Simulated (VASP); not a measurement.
C: single point with PBE

C:

```
C
1.0
     2.46618    0.00000    0.00000
    -1.23309    2.13578    0.00000
     0.00000    0.00000    8.25982
C
4
Direct
  0.00000 0.00000 0.00250
  0.00000 0.00000 0.50250
  0.33333 0.66667 0.00250
  0.66667 0.33333 0.50250
```

This cell differs from its parent crystal: volume scaled by 0.97, then relaxed in part.

```
Program                : VASP 6.6.1
Task                   : single point
Functional             : PBE
Potentials or basis    : VASP PAW PBE potentials, release 64 (C)
Cutoff                 : 520 eV
k mesh                 : 18 × 18 × 6
Occupations            : gaussian, width 0.1 eV
Spin                   : no spin polarisation
Dipole correction      : no
Further INCAR settings : ALGO = Normal; EDIFF = 1e-06; NBANDS = 16
```

- Pressure: 0.5 GPa
- Band gap on the k mesh: zero (filled and empty bands touch)

Stress tensor (GPa, compression positive):
```
0.70 0.00 0.00
0.00 0.70 0.00
0.00 0.00 0.06
```

Levels at points of the mesh, in eV from the Fermi level:
| k point | band 5 | band 6 | band 7 | band 8 | band 9 | band 10 | band 11 | band 12 |
| --- | --- | --- | --- | --- | --- | --- | --- | --- |
| (0.00, 0.00, 0.00) | -3.04 | -3.04 | -3.04 | -3.04 | 3.18 | 6.79 | 8.30 | 8.30 |
| (0.50, 0.00, 0.00) | -6.42 | -6.41 | -2.45 | -2.27 | 1.57 | 1.82 | 7.33 | 7.40 |
| (0.00, 0.00, 0.50) | -3.04 | -3.04 | -3.04 | -3.04 | 4.57 | 4.57 | 8.31 | 8.31 |
| (0.50, 0.00, 0.50) | -6.42 | -6.42 | -2.36 | -2.36 | 1.67 | 1.67 | 7.37 | 7.37 |

Wall time 75 s on 1 thread of Intel(R) Xeon(R) Platinum 8259CL CPU @ 2.50GHz (Skylake/Cascade Lake), on a shared host, peak memory 0.19 GiB.

Caveat: this functional lacks dispersion, which binds the layers, so the pressure and a relaxed spacing across them are unreliable.
